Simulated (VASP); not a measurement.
Nd2Y2Cl:

```
Nd Y Cl
1.0
     3.83971    0.00000    0.00000
    -1.91985    3.32529    0.00000
     0.00000    0.00000    9.65136
Nd Y Cl
2 2 1
Direct
  0.33333 0.66667 0.35475
  0.66667 0.33333 0.64525
  0.33333 0.66667 0.83430
  0.66667 0.33333 0.16570
  0.00000 0.00000 0.50000
```

The cell was generated, and may not be a known phase.

| Property | Result |
| --- | --- |
| Program | VASP 6.6.1 |
| Task | relaxation of cell and atoms |
| Functional | PBE |
| Potentials or basis | VASP PAW PBE potentials, release 64 (Nd_3, Y_sv, Cl), 4f in core |
| Cutoff | 500 eV |
| k mesh | 5 × 5 × 2 |
| Occupations | gaussian, width 0.2 eV |
| Spin | no spin polarisation |

At the start: pressure 16.8 GPa; volume 24.65 Å³/atom.

Q: Where does the relaxation end?

A: Over 18 steps the energy falls by 985.7 meV/atom and the volume is 31.19 Å³/atom (+26.5 %); space group P-3m1 (No. 164, to 0.1 Å) before and after.

Step by step:
| step | energy change (eV) | largest force (eV/Å) | pressure (GPa) | volume (Å³) |
| --- | --- | --- | --- | --- |
| 1 | 0.0000 | 3.6877 | 16.83 | 123.23 |
| 2 | -3.2431 | 1.7674 | -1.48 | 175.32 |
| 3 | -3.2540 | 1.6356 | -2.10 | 178.72 |
| 4 | -4.0014 | 0.8867 | -2.47 | 175.96 |
| 5 | -4.3136 | 0.4952 | -2.44 | 172.82 |
| 6 | -4.3504 | 0.6431 | -2.30 | 171.43 |
| 7 | -4.4716 | 0.8310 | 1.39 | 156.28 |
| 8 | -4.4751 | 0.8018 | 0.81 | 158.26 |
| 9 | -4.5780 | 0.6662 | 0.76 | 156.99 |
| 10 | -4.7891 | 0.3821 | 1.05 | 153.23 |
| 11 | -4.5996 | 0.7493 | 3.41 | 145.88 |
| 12 | -4.8374 | 0.1889 | 1.43 | 151.31 |
| 13 | -4.8747 | 0.1226 | -1.87 | 164.31 |
| 14 | -4.9019 | 0.1367 | -0.71 | 159.06 |
| 15 | -4.9269 | 0.0419 | -0.18 | 156.78 |
| 16 | -4.9273 | 0.0557 | -0.24 | 157.05 |
| 17 | -4.9274 | 0.0175 | 0.34 | 154.86 |
| 18 | -4.9287 | 0.0357 | 0.05 | 155.94 |

Final structure:
```yaml
crystal:
  lattice:
    - [3.73856, 0.00000, 0.00000]
    - [-1.86928, 3.23769, 0.00000]
    - [0.00000, 0.00000, 12.88312]
  atoms:
    - { symbol: Nd, position: [0.33333, 0.66667, 0.32861] }
    - { symbol: Nd, position: [0.66667, 0.33333, 0.67139] }
    - { symbol: Y, position: [0.33333, 0.66667, 0.89085] }
    - { symbol: Y, position: [0.66667, 0.33333, 0.10915] }
    - { symbol: Cl, position: [0.00000, 0.00000, 0.50000] }
```

Caveat: the k points lie up to 0.39 Å⁻¹ apart in the final cell, too coarse for converged energies and pressures of a metal; the volume moved by over 15 % at a fixed basis, so the end points are rough; the run has no spin polarisation, though such a crystal can be magnetic; the relaxation stopped at a loose force limit of 0.08 eV/Å, so its end isn't a converged minimum.
